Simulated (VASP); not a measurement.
# Ge (P6_3/mmc) in VASP: single point with PBEsol

Aim: the single point of Ge with PBEsol.

Program: VASP 6.6.1. These are calculated values, not measurements. Logs are shortened: lines on timing, memory, paths and dates and some standing lists are left out, and cuts for length are marked.

### Step 1. The cell of the first run

The structure is hexagonal, space group P6_3/mmc (No. 194). The conventional cell has a = 3.797 Å, b = 3.797 Å, c = 6.249 Å, α = 90.00°, β = 90.00°, γ = 120.00°. Ge (site symmetry -3m) has 8 Ge at 2.69 to 3.12 Å within 3.5 Å. Ge (site symmetry -6m2) has 6 Ge at 2.69 Å within 3.5 Å.

This isn't the form of Ge at room conditions, which is diamond.

### Step 2. Single point, PBEsol

File INCAR:

```
SYSTEM = Ge
  PREC = Accurate
  ENCUT = 520
  EDIFF = 1E-6
  ISMEAR = 0
  SIGMA = 0.1
  LREAL = Auto
  LASPH = .True.
  NELM = 60
  ALGO = Fast
  ISIF = 2
  LWAVE = .False.
  LCHARG = .False.
  GGA = PS
  NBANDS = 126
  ISYM = 0
```

File KPOINTS:

```
Automatic mesh
0
Gamma
  4 4 4
  0.5 0.5 0.5
```

File POSCAR:

```
Ge
1.0
    3.7970528725      0.0000000000     -6.2493425330
    3.7970528725      0.0000000000      6.2493425330
   -3.7970528725     -6.5766884943      0.0000000000
Ge
16
Direct
    0.9644257220      0.0355742780      0.5000000000
    0.4644257220      0.5355742780      0.5000000000
    0.9644257220      0.0355742780      1.0000000000
    0.4644257220      0.5355742780      1.0000000000
    0.7144257220      0.2855742780      0.0000000000
    0.2144257220      0.7855742780      0.0000000000
    0.7144257220      0.2855742780      0.5000000000
    0.2144257220      0.7855742780      0.5000000000
    0.4227576113      0.2439090553      0.1666666667
    0.9227576113      0.7439090553      0.1666666667
    0.4227576113      0.2439090553      0.6666666667
    0.9227576113      0.7439090553      0.6666666667
    0.0060909447      0.3272423887      0.3333333333
    0.5060909447      0.8272423887      0.3333333333
    0.0060909447      0.3272423887      0.8333333333
    0.5060909447      0.8272423887      0.8333333333
```

Potentials or basis: VASP PAW PBE potentials, release 64 (Ge_d).

Command:

```sh
> cat potpaw_PBE.64/Ge_d/POTCAR > POTCAR
> mpirun -np 1 vasp_std > vasp.out
```

OUTCAR:

```text
SYSTEM = Ge
   PREC = Accurate
   ENCUT = 520
   EDIFF = 1E-6
   ISMEAR = 0
   LREAL = Auto
   LASPH = .True.
   NELM = 60
   ISIF = 2
   GGA = PS
   ISYM = 0

 ion  position               nearest neighbor table
   1  0.964  0.036  0.500-  11 2.69  10 2.69  12 2.69  14 2.69  15 2.69  13 2.69
   2  0.464  0.536  0.500-  12 2.69   9 2.69  11 2.69  13 2.69  16 2.69  14 2.69
   3  0.964  0.036  0.000-   9 2.69  12 2.69  10 2.69  16 2.69  13 2.69  15 2.69
   4  0.464  0.536  0.000-  10 2.69  11 2.69   9 2.69  15 2.69  14 2.69  16 2.69
   5  0.714  0.286  0.000-  16 2.69  13 2.69  15 2.69  10 2.69  11 2.69   9 2.69
   6  0.214  0.786  0.000-  15 2.69  14 2.69  16 2.69   9 2.69  12 2.69  10 2.69
[... 8 lines left out ...]
  15  0.006  0.327  0.833-   6 2.69   7 2.69   5 2.69   4 2.69   1 2.69   3 2.69
  16  0.506  0.827  0.833-   5 2.69   8 2.69   6 2.69   3 2.69   2 2.69   4 2.69

IMPORTANT INFORMATION: All symmetrisations will be switched off!
NOSYMM: (Re-)initialisation of all symmetry stuff for point group C_1.

----------------------------------------------------------------------------------------

                                     Primitive cell

  volume of cell :     312.1176

  direct lattice vectors                    reciprocal lattice vectors
     3.797052873  0.000000000 -6.249342533     0.131681074 -0.076026103 -0.080008416
     3.797052873  0.000000000  6.249342533     0.131681074 -0.076026103  0.080008416
    -3.797052873 -6.576688494  0.000000000     0.000000000 -0.152052207  0.000000000

  length of vectors
     7.312447785  7.312447785  7.594105745     0.171817404  0.171817404  0.152052207

  position of ions in fractional coordinates (direct lattice)
     0.964425722  0.035574278  0.500000000
     0.464425722  0.535574278  0.500000000
     0.964425722  0.035574278  0.000000000
     0.464425722  0.535574278  0.000000000
     0.714425722  0.285574278  0.000000000
     0.214425722  0.785574278  0.000000000
[... 8 lines left out ...]
     0.006090945  0.327242389  0.833333333
     0.506090945  0.827242389  0.833333333

  ion indices of the primitive-cell ions
   primitive index   ion index
                 1           1
                 2           2
                 3           3
                 4           4
                 5           5
                 6           6
[... 8 lines left out ...]
                15          15
                16          16

----------------------------------------------------------------------------------------

 KPOINTS: Automatic mesh

Automatic generation of k-mesh.
 Grid dimensions read from file:
 generate k-points for:    4    4    4

 Generating k-lattice:

  Cartesian coordinates                     Fractional coordinates (reciprocal lattice)
     0.032920268 -0.019006526 -0.020002104     0.250000000  0.000000000  0.000000000
     0.032920268 -0.019006526  0.020002104     0.000000000  0.250000000  0.000000000
     0.000000000 -0.038013052  0.000000000     0.000000000  0.000000000  0.250000000

  Length of vectors
     0.042954351  0.042954351  0.038013052

  Shift w.r.t. Gamma in fractional coordinates (k-lattice)
     0.500000000  0.500000000  0.500000000

 Subroutine IBZKPT returns following result:
 ===========================================

 Found     32 irreducible k-points:

 Following reciprocal coordinates:
            Coordinates               Weight
  0.125000  0.125000  0.125000      2.000000
  0.125000  0.125000 -0.375000      2.000000
  0.375000  0.125000  0.125000      2.000000
  0.125000  0.375000  0.375000      2.000000
 -0.125000 -0.375000 -0.125000      2.000000
 -0.375000 -0.125000 -0.375000      2.000000
[... 16 lines left out ...]
  0.125000  0.375000 -0.375000      2.000000
 -0.125000 -0.125000  0.125000      2.000000
 [... further k-points ...]
   k-points           NKPTS =     32   k-points in BZ     NKDIM =     32   number of bands    NBANDS=    126
   number of dos      NEDOS =    301   number of ions     NIONS =     16
   total plane-waves  NPLWV = 163296
   dimension x,y,z NGX =    54 NGY =   54 NGZ =   56
   dimension x,y,z NGXF=   108 NGYF=  108 NGZF=  112
   ions per type =              16
   NGX,Y,Z   is equivalent  to a cutoff of  12.28, 12.28, 12.26 a.u.
   NGXF,Y,Z  is equivalent  to a cutoff of  24.55, 24.55, 24.52 a.u.
 SYSTEM =  Ge
   PREC   = accura    normal or accurate (medium, high low for compatibility)
   ISTART =      0    job   : 0-new  1-cont  2-samecut
   ICHARG =      2    charge: 1-file 2-atom 10-const
   ISPIN  =      1    spin polarized calculation?
   LNONCOLLINEAR =      F non collinear calculations
   LSORBIT =      F    spin-orbit coupling
   LASPH  =      T    aspherical Exc in radial PAW
   ENCUT  =  520.0 eV  38.22 Ry    6.18 a.u.  13.60 13.60 14.12*2*pi/ulx,y,z
   NELM   =     60;   NELMIN=  2; NELMDL= -5     # of ELM steps
   EDIFF  = 0.1E-05   stopping-criterion for ELM
   LREAL  =      T    real-space projection
   EDIFFG = 0.1E-04   stopping-criterion for IOM
   NSW    =      0    number of steps for IOM
   IBRION =     -1    ionic relax: 0-MD 1-quasi-New 2-CG
   NFREE  =      0    steps in history (QN), initial steepest desc. (CG)
   ISIF   =      2    stress and relaxation
   ISYM   =      0    0-nonsym 1-usesym 2-fastsym
   POTIM  = 0.5000    time-step for ionic-motion
   TEBEG  =    0.0;   TEEND  =   0.0 temperature during run
   PSTRESS=    0.0 pullay stress
   NELECT =     224.0000    total number of electrons
   NUPDOWN=      -1.0000    fix difference up-down
   EMIN   =  10.00;   EMAX   =-10.00  energy-range for DOS
   EFERMI =   0.00;   METHOD = LEGACY
   ISMEAR =     0;   SIGMA  =   0.10  broadening in eV -4-tet -1-fermi 0-gaus
   EFERMI_NEDOS =   21; number of points for ismear=-14 and -15
   IALGO  =     68    algorithm
   IMIX   =      4    mixing-type and parameters
     AMIX     =   0.40;   BMIX     =  1.00
     AMIX_MAG =   1.60;   BMIX_MAG =  1.00
  volume/ion in A,a.u.               =      19.51       131.64
  Fermi-wavevector in a.u.,A,eV,Ry     =   1.465721  2.769812 29.229929  2.148339
  Thomas-Fermi vector in A             =   2.581544
   LORBIT       =      0    0 simple, 1 ext, 2 COOP (PROOUT), +10 PAW based schemes
   GGA     = PS    functional components
   LHFCALC =     F    Hartree Fock is set to
   AEXX    =    0.0000 exact exchange contribution
   IVDW    =     0    specifies the selected vdW correction
   LEPSILON=     F    determine dielectric tensor
   LRPA    =     F    only Hartree local field effects (RPA)
 non-spin polarized calculation
 RMM-DIIS sequential band-by-band and
 Gauss-broadening in eV      SIGMA  =   0.10
  energy-cutoff  :      520.00
  volume of cell :      312.12
 maximum number of plane-waves:      8425
 NGX is ok and might be reduce to    54
   NGX = 27   NGY = 27   NGZ = 29

 number of electron     223.9999940 magnetization

 Free energy of the ion-electron system (eV)
  ---------------------------------------------------
  ext. energy  EPLUGINS =         0.00000000
  ---------------------------------------------------
  free energy    TOTEN  =       -75.27954470 eV

  energy without entropy =      -75.24594566  energy(sigma->0) =      -75.26274518

 E-fermi :   6.1034     XC(G=0): -11.1373

 val. band max:        6.0899064904   @ k =  -0.1250   0.1250  -0.3750
 cond. band min:       6.1060248668   @ k =  -0.1250  -0.3750   0.1250
 fundamental gap:      0.0161183764
 Fermi energy:         6.1034156830

 k-point     1 :       0.1250    0.1250    0.1250
  band No.  band energies     occupation
      1     -18.5405      2.00000
      2     -18.5278      2.00000
      3     -18.5251      2.00000
      4     -18.5222      2.00000
      5     -18.5222      2.00000
      6     -18.5215      2.00000
[... 116 lines left out ...]
    123       9.2070      0.00000
    124       9.2200      0.00000

 k-point     2 :       0.1250    0.1250   -0.3750
  band No.  band energies     occupation
      1     -18.5405      2.00000
      2     -18.5278      2.00000
      3     -18.5251      2.00000
      4     -18.5222      2.00000
      5     -18.5222      2.00000
      6     -18.5215      2.00000
[... 2910 lines left out ...]
    123       9.4793      0.00000
    124       9.4797      0.00000

 [... further k-points ...]

 [bands above 124 left out]

------------------------ aborting loop because EDIFF is reached ----------------------------------------

  FORCE on cell =-STRESS in cart. coord.  units (eV):
  Direction    XX          YY          ZZ          XY          YZ          ZX
  --------------------------------------------------------------------------------------
  -------------------------------------------------------------------------------------
  Total        0.2168293      1.2247053     -1.8263424      0.0022915     -0.0000415     -0.0001492
  in kB        1.1130387      6.2867176     -9.3750705      0.0117627     -0.0002132     -0.0007660
  external PRESSURE =      -0.6584381 kB  Pullay stress =       0.0000000 kB

 VOLUME and BASIS-vectors are now :
 -----------------------------------------------------------------------------
  energy-cutoff  :      520.00
  volume of cell :      312.12
      direct lattice vectors                 reciprocal lattice vectors
     3.797052873  0.000000000 -6.249342533     0.131681074 -0.076026103 -0.080008416
     3.797052873  0.000000000  6.249342533     0.131681074 -0.076026103  0.080008416
    -3.797052873 -6.576688494  0.000000000     0.000000000 -0.152052207  0.000000000

 POSITION                                       TOTAL-FORCE (eV/Angst)
 -----------------------------------------------------------------------------------
      1.89853     -3.28834     -5.80471        -0.000037      0.000013      0.000314
      1.89853     -3.28834      0.44463        -0.000019      0.000009      0.000307
      3.79705      0.00000     -5.80471        -0.000029      0.000016      0.000295
      3.79705      0.00000      0.44463        -0.000019      0.000005      0.000320
      3.79705      0.00000     -2.68004         0.000047      0.000005      0.000349
      3.79705      0.00000      3.56930         0.000050      0.000022      0.000328
[... 8 lines left out ...]
     -1.89853     -5.48057      2.00699         0.000259      0.015859     -0.000322
      1.89853     -5.48057      2.00699         0.000234      0.015856     -0.000324
 -----------------------------------------------------------------------------------
    total drift:                               -0.000265      0.000140      0.001248

  FREE ENERGIE OF THE ION-ELECTRON SYSTEM (eV)
  ---------------------------------------------------
  free  energy   TOTEN  =       -75.2795447033 eV

  energy  without entropy=      -75.2459456636  energy(sigma->0) =      -75.26274518
```

It took 46 min on 1 thread of Oxide Virtual Turin-like, shared host; peak memory 0.83 GiB.

What came out:

```yaml
Free_energy: -75.2795 eV
Pressure: -0.1 GPa
Largest_force: 0.016 eV/Å
Band_gap_on_the_k_mesh: zero (bands 112 and 113 overlap by 1.23 eV)
```

Forces in eV/Å, atoms in the order of the input:
```
Ge   0.000  0.000  0.000
Ge   0.000  0.000  0.000
Ge   0.000  0.000  0.000
Ge   0.000  0.000  0.000
Ge   0.000  0.000  0.000
Ge   0.000  0.000  0.000
Ge   0.000  0.000  0.000
Ge   0.000  0.000  0.000
Ge   0.000 -0.016  0.000
Ge   0.000 -0.016  0.000
Ge   0.000 -0.016  0.000
Ge   0.000 -0.016  0.000
Ge   0.000  0.016  0.000
Ge   0.000  0.016  0.000
Ge   0.000  0.016  0.000
Ge   0.000  0.016  0.000
```

Caveat: the PAW data sets were made with another functional, which shifts forces and pressure a little.
